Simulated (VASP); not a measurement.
Wanted: the native input for a VASP 6.6.1 run.

```yaml
Task: single point
Functional: PBE
Potentials_or_basis: VASP PAW PBE potentials, release 64 (Li_sv, H)
Cutoff: 520 eV
k_mesh: 2 × 2 × 2
Occupations: fermi-dirac, width 0.05 eV
Spin: no spin polarisation
Dipole_correction: no
Further_INCAR_settings: LREAL = Auto; ALGO = Normal; EDIFF = 1e-06; NBANDS = 38
```

The structure of Li16H (a cell with a defect) lies in POSCAR:

```
Li16H
1.0
    6.5700000000      0.0000000000      0.0000000000
    0.0000000000      6.5700000000      0.0000000000
    0.0000000000      0.0000000000      6.5700000000
Li H
16 1
Direct
   -0.1027549467     -0.0977777778      0.0675951294
    0.4085388128      0.0135007610      0.0065601218
   -0.0573363775      0.5068949772      0.1278234399
   -0.0786605784      0.0857686454      0.5052207002
    0.1330441400      0.1819025875      0.1435920852
    0.4065296804      0.5581430746     -0.0010502283
    0.4792694064      0.1317047184      0.4354033486
    0.6541704718      0.2294520548      0.1762252664
   -0.0358904110      0.5662404871      0.5486605784
    0.2315372907      0.7999847793      0.3445814307
    0.2155859970      0.2383561644      0.7639726027
    0.4007305936      0.4446270928      0.4527853881
    0.7233181126      0.7909132420      0.3431659056
    0.6695738204      0.2612937595      0.7335159817
    0.2787519026      0.7679908676      0.7380974125
    0.6452207002      0.7633181126      0.7396499239
   -0.1585083714      1.2795281583      0.0319939117
```

These files were run (other wordings do the same):

INCAR

```
SYSTEM = Li16H
ALGO = Normal
EDIFF = 1E-6
ENCUT = 520
GGA = PE
ISIF = 2
ISMEAR = -1
LASPH = .True.
LCHARG = .True.
LELF = .True.
LREAL = Auto
LVHAR = .True.
LWAVE = .False.
NBANDS = 38
NELM = 80
PREC = Accurate
SIGMA = 0.05
```

KPOINTS

```
k-points
0
Gamma
  2 2 2
  0 0 0
```

Potentials or basis: VASP PAW PBE potentials, release 64 (Li_sv, H).

Launch:

```sh
$ cat potpaw_PBE.64/Li_sv/POTCAR potpaw_PBE.64/H/POTCAR > POTCAR
$ mpirun -np 1 vasp_std > vasp.out
```

Results of the run:

```yaml
Largest_force: 1.664 eV/Å
Band_gap_on_the_k_mesh: zero (an odd number of electrons rules out a gap without spin polarisation)
```

Caveat: the k points lie up to 0.48 Å⁻¹ apart, too coarse for converged energies and pressures of a metal; the atoms stand as in a frame of molecular dynamics.

Wall time 48 s on 1 thread of Intel(R) Xeon(R) 6975P-C (Granite Rapids), with other jobs on the host, peak memory 0.35 GiB.
